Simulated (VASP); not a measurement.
# SnSe (I4/mmm) in VASP: a series of runs, part 2 of 2

VASP 6.6.1.

## Step 4: Single point, PBEsol (strain -0.0050 x Voigt [0, 1, 0, 0, 0, 0])

Contents of INCAR:

```
SYSTEM = SnSe
PREC     = Accurate       ! precision mode
ENCUT    = 520            ! plane-wave cutoff, eV
EDIFF    = 1E-6           ! SCF threshold, eV
ISMEAR   = 0              ! smearing method
SIGMA    = 0.05           ! smearing width, eV
LREAL    = .FALSE.        ! projectors in reciprocal space
LASPH    = .TRUE.         ! aspherical terms in the spheres
NELM     = 80             ! most SCF steps
ALGO     = Normal         ! electronic algorithm
ISIF     = 2              ! what is computed and relaxed
LWAVE    = .FALSE.        ! write WAVECAR
LCHARG   = .FALSE.        ! write CHGCAR
GGA      = PS             ! functional
NBANDS   = 17             ! bands
```

Contents of KPOINTS:

```
Automatic mesh
0
G
  8 8 8
  0 0 0
```

Contents of POSCAR:

```
SnSe
1.0
    0.0000000000      2.9578908918      2.9727546651
    2.9727546651      0.0000000000      2.9727546651
    2.9727546651      2.9578908918      0.0000000000
Sn Se
1 1
Direct
    0.0000000000      0.0000000000      0.0000000000
    0.5000000000      0.5000000000      0.5000000000
```

Potentials or basis: VASP PAW PBE potentials, release 64 (Sn_d, Se).

Command:

```
> cat potpaw_PBE.64/Sn_d/POTCAR potpaw_PBE.64/Se/POTCAR > POTCAR
> mpirun -np 1 vasp_std > vasp.out
```

OUTCAR:

```text
SYSTEM = SnSe
   PREC = Accurate
   ENCUT = 520
   EDIFF = 1E-6
   ISMEAR = 0
   LREAL = .FALSE.
   LASPH = .TRUE.
   NELM = 80
   ISIF = 2
   GGA = PS

 ion  position               nearest neighbor table
   1  0.000  0.000  0.000-   2 2.96   2 2.96   2 2.97   2 2.97   2 2.97   2 2.97
   2  0.500  0.500  0.500-   1 2.96   1 2.96   1 2.97   1 2.97   1 2.97   1 2.97

  LATTYP: Found a body centered tetragonal cell.
 ALAT       =     4.2041099650
 C/A-ratio  =     1.4071424946

  Lattice vectors:

 A1 = (   0.0000000000,  -2.9578908918,   2.9727546651)
 A2 = (   0.0000000000,  -2.9578908918,  -2.9727546651)
 A3 = (   2.9727546651,   2.9578908918,   0.0000000000)

Analysis of symmetry for initial positions (statically):
=====================================================================
 Subroutine PRICEL returns:
 Original cell was already a primitive cell.

 Routine SETGRP: Setting up the symmetry group for a
 body centered tetragonal supercell.

 Subroutine GETGRP returns: Found 16 space group operations
 (whereof 16 operations were pure point group operations)
 out of a pool of 16 trial point group operations.

The static configuration has the point symmetry D_4h.

[... 155 lines left out ...]
  ---------------------------------------------------
  free energy    TOTEN  =        -8.98491379 eV

  energy without entropy =       -8.98491379  energy(sigma->0) =       -8.98491379

 E-fermi :   6.0285     XC(G=0):  -9.9687

 val. band max:        5.8036989225   @ k =   0.5000   0.0000   0.0000
 cond. band min:       6.5577314696   @ k =  -0.3750   0.0000   0.1250
 fundamental gap:      0.7540325471
 Fermi energy:         6.0284549398

 k-point     1 :       0.0000    0.0000    0.0000
  band No.  band energies     occupation
      1     -15.5611      2.00000
      2     -15.5597      2.00000
      3     -15.5591      2.00000
      4     -15.5584      2.00000
      5     -15.5584      2.00000
      6      -8.2542      2.00000
[... 457 lines left out ...]
      4     -15.5481      2.00000
      5     -15.5443      2.00000
      6      -7.4567      2.00000
[... 9 lines left out ...]
     16      15.2169      0.00000
     17      17.4270      0.00000

 [... further k-points ...]
[... 5 lines left out ...]
  --------------------------------------------------------------------------------------
  -------------------------------------------------------------------------------------
  Total        0.0235907      0.2516035      0.0235907      0.0000000      0.0000000      0.0000000
  in kB        0.7229712      7.7107570      0.7229712      0.0000000      0.0000000      0.0000000
  external PRESSURE =       3.0522332 kB  Pullay stress =       0.0000000 kB

 VOLUME and BASIS-vectors are now :
 -----------------------------------------------------------------------------
  energy-cutoff  :      520.00
  volume of cell :       52.28
      direct lattice vectors                 reciprocal lattice vectors
     0.000000000  2.957890892  2.972754665    -0.168194169  0.169039366  0.168194169
     2.972754665  0.000000000  2.972754665     0.168194169 -0.169039366  0.168194169
     2.972754665  2.957890892  0.000000000     0.168194169  0.169039366 -0.168194169

 POSITION                                       TOTAL-FORCE (eV/Angst)
 -----------------------------------------------------------------------------------
      0.00000      0.00000      0.00000         0.000000      0.000000      0.000000
      2.97275      2.95789      2.97275        -0.000000     -0.000000      0.000000
 -----------------------------------------------------------------------------------
    total drift:                                0.000000     -0.000000     -0.000000

  FREE ENERGIE OF THE ION-ELECTRON SYSTEM (eV)
  ---------------------------------------------------
  free  energy   TOTEN  =        -8.9849137862 eV

  energy  without entropy=       -8.9849137862  energy(sigma->0) =       -8.98491379
```

OSZICAR:

```text
N       E                     dE             d eps       ncg     rms          rms(c)
DAV:   1     0.133368926204E+03    0.13337E+03   -0.97747E+03  2038   0.145E+03
DAV:   2     0.379792438667E+01   -0.12957E+03   -0.12559E+03  2151   0.357E+02
DAV:   3    -0.879522770041E+01   -0.12593E+02   -0.12470E+02  2457   0.945E+01
DAV:   4    -0.912697534529E+01   -0.33175E+00   -0.33147E+00  2410   0.161E+01
DAV:   5    -0.913646652075E+01   -0.94912E-02   -0.94907E-02  2923   0.267E+00    0.324E+00
DAV:   6    -0.898963000298E+01    0.14684E+00   -0.34299E-01  2983   0.396E+00    0.196E+00
DAV:   7    -0.898505750247E+01    0.45725E-02   -0.62939E-02  2431   0.126E+00    0.886E-01
DAV:   8    -0.898501653217E+01    0.40970E-04   -0.61940E-03  2615   0.691E-01    0.791E-02
DAV:   9    -0.898489973432E+01    0.11680E-03   -0.99416E-04  2875   0.257E-01    0.395E-02
DAV:  10    -0.898491242604E+01   -0.12692E-04   -0.96325E-05  2526   0.659E-02    0.756E-03
DAV:  11    -0.898491376418E+01   -0.13381E-05   -0.72245E-06  2735   0.207E-02    0.235E-03
DAV:  12    -0.898491378618E+01   -0.22004E-07   -0.28232E-07  1356   0.741E-03
   1 F= -.89849138E+01 E0= -.89849138E+01  d E =-.373228E-12
```

stdout:

```text
POSCAR found type information on POSCAR SnSe
 POSCAR found :  2 types and       2 ions
 scaLAPACK will be used
 -----------------------------------------------------------------------------
|                                                                             |
|                                                                             |
|     You enforced a specific xc type in the INCAR file but a different       |
|     I HOPE YOU KNOW WHAT YOU ARE DOING!                                     |
|                                                                             |
 -----------------------------------------------------------------------------

 LDA part: xc-table for (Slater+PW92), standard interpolation
 POSCAR, INCAR and KPOINTS ok, starting setup
 FFT: planning ... GRIDC
 FFT: planning ... GRID_SOFT
 FFT: planning ... GRID
 WAVECAR not read
 entering main loop
```

Wall time 52 s (1 thread of Intel Xeon 8259CL, shared host); peak memory 0.21 GiB.

What came out:

```yaml
Free_energy: -8.9849 eV
Pressure: 0.3 GPa
Band_gap_on_the_k_mesh: 0.75 eV, indirect (least direct gap 0.84 eV)
```

Caveat: the cell differs from its parent crystal (strain -0.0050 x Voigt [0, 1, 0, 0, 0, 0]); the PAW data sets were made with another functional, which shifts forces and pressure a little; spin-orbit coupling is left out, which moves the levels of the heavy elements. A k mesh can miss the band edges.

## Step 5: Summary

| cell | gap on the mesh (eV) | pressure (GPa) |
| --- | --- | --- |
| a = 4.173, b = 4.204 Å, angles 59.8, 60.5, 59.8°, 2 atoms | 0.76 | 0.9 |
| a = 4.215, b = 4.204 Å, angles 60.1, 59.8, 60.1°, 2 atoms | 0.74 | -0.3 |
| a = 4.194, b = 4.204 Å, angles 59.9, 60.2, 59.9°, 2 atoms | 0.75 | 0.3 |

Alike in all rows: task single point; level PBEsol; potentials or basis VASP PAW PBE potentials, release 64 (Sn_d, Se); no spin polarisation; k mesh 8 × 8 × 8; cutoff (eV) 520; smearing gaussian 0.05 eV.

Caveats: the PAW data sets were made with another functional, which shifts forces and pressure a little; spin-orbit coupling is left out, which moves the levels of the heavy elements.

Total energies depend on the potentials used, so only differences within one code and one set of settings carry meaning.
